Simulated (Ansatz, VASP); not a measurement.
**One calculation of SiC, two programs**

Contents of POSCAR:

```
SiC
1.0
    3.0766210100      0.0000000000      0.0000000000
   -1.5383105100      2.6644319500      0.0000000000
    0.0000000000      0.0000000000     15.0980843200
Si C
6 6
Direct
    0.3333333300      0.6666666700      0.8329861500
    0.6666666700      0.3333333300      0.3329861500
    0.6666666700      0.3333333300      0.6665006000
    0.3333333300      0.6666666700      0.1665006000
    0.0000000000      0.0000000000      0.4997294200
    0.0000000000      0.0000000000      0.9997294200
    0.0000000000      0.0000000000      0.8743664100
    0.0000000000      0.0000000000      0.3743664100
    0.3333333300      0.6666666700      0.7079967800
    0.6666666700      0.3333333300      0.2079967800
    0.6666666700      0.3333333300      0.5415216400
    0.3333333300      0.6666666700      0.0415216400
```

The input INCAR.step1:

```
SYSTEM = SiC
PREC = Accurate ; ENCUT = 520
ISMEAR = 0 ; SIGMA = 0.1
LREAL = .False. ; LASPH = .True.
NELM = 60 ; NBANDS = 36
GGA = PE ; ALGO = Normal
EDIFF = 1E-4 ; LWAVE = .True.
LCHARG = .False.
```

Contents of INCAR.step2:

```
SYSTEM = SiC
PREC = Accurate ; ENCUT = 520
EDIFF = 1E-6 ; ISMEAR = 0
SIGMA = 0.1 ; LREAL = .False.
LASPH = .True. ; NELM = 60
ALGO = Normal ; ISIF = 2
LWAVE = .False. ; LCHARG = .False.
METAGGA = R2SCAN ; LMIXTAU = .True.
NBANDS = 36 ; ISTART = 1
```

KPOINTS

```
Automatic mesh
0
Gamma
  6 6 2
  0 0 0
```

Input for Ansatz:

```yaml
crystal:
  lattice:
    - [3.07662101, 0.0, 0.0]
    - [-1.53831051, 2.66443195, 0.0]
    - [0.0, 0.0, 15.09808432]
  atoms:
    - { symbol: Si, position: [0.33333333, 0.66666667, 0.83298615] }
    - { symbol: Si, position: [0.66666667, 0.33333333, 0.33298615] }
    - { symbol: Si, position: [0.66666667, 0.33333333, 0.6665006] }
    - { symbol: Si, position: [0.33333333, 0.66666667, 0.1665006] }
    - { symbol: Si, position: [0.0, 0.0, 0.49972942] }
    - { symbol: Si, position: [0.0, 0.0, 0.99972942] }
    - { symbol: C, position: [0.0, 0.0, 0.87436641] }
    - { symbol: C, position: [0.0, 0.0, 0.37436641] }
    - { symbol: C, position: [0.33333333, 0.66666667, 0.70799678] }
    - { symbol: C, position: [0.66666667, 0.33333333, 0.20799678] }
    - { symbol: C, position: [0.66666667, 0.33333333, 0.54152164] }
    - { symbol: C, position: [0.33333333, 0.66666667, 0.04152164] }
basis:
  ecutwfc: 500
kpoints:
  mp_grid: { grid: [6, 6, 2] }
hamiltonian:
  xc: r2scan
scf:
  occupations: { method: gaussian, width: 0.1 }
output:
  forces: true
  stress: true
  eigenvalues: true
```

Alike in both runs: task single point; functional r2SCAN; k mesh 6 × 6 × 2; occupations gaussian, width 0.1 eV; no spin polarisation.

```csv
,VASP,Ansatz
version,VASP 6.6.1,Ansatz 0.2.0
potentials or method,"VASP PAW PBE potentials, release 64 (Si, C), cutoff 520 eV","scalar-relativistic, plane waves, PAW"
valence electrons in the cell,48,48
```

```tsv
	VASP	Ansatz	Ansatz less VASP
gap on the k mesh at the Fermi level (eV)	2.40	2.39	-0.011
least direct gap on the mesh (eV)	3.55	3.54	-0.013
pressure (GPa)	0.2	0.4	+0.19
traceless stress, the component that is largest in VASP (GPa)	-0.11	-0.11	-0.006
```

VASP's potentials were made for PBE, not for r2SCAN.
